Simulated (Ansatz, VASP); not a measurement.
# Two plane-wave programs on AlCo

```
Al Co
1.0
     2.85190    0.00000    0.00000
     0.00000    2.85190    0.00000
     0.00000    0.00000    2.85190
Al Co
1 1
Cartesian
  0.0000 0.0000 0.0000
  1.4260 1.4260 1.4260
```

Alike in both runs: task single point; functional PBE; k mesh 14 × 14 × 14; occupations gaussian, width 0.1 eV; no spin polarisation.

|  | VASP | Ansatz |
| --- | --- | --- |
| version | VASP 6.6.1 | Ansatz 0.2.0 |
| potentials or method | VASP PAW PBE potentials, release 64 (Al, Co), cutoff 520 eV | scalar-relativistic, plane waves, PAW |
| valence electrons in the cell | 12 | 20 |

VASP gave:

```
gap on the k mesh at the Fermi level (eV) : none
pressure (GPa)                            : -0.3
```

**Question.** Estimate Ansatz's values.

**Answer.** gap on the k mesh at the Fermi level (eV): none; pressure (GPa): 0.0.

A gap of «none» marks a metal or a gap that the smearing closes. VASP's potentials hold 12 valence electrons a cell and Ansatz's 20, so a difference there can come from the potentials and not from the codes.
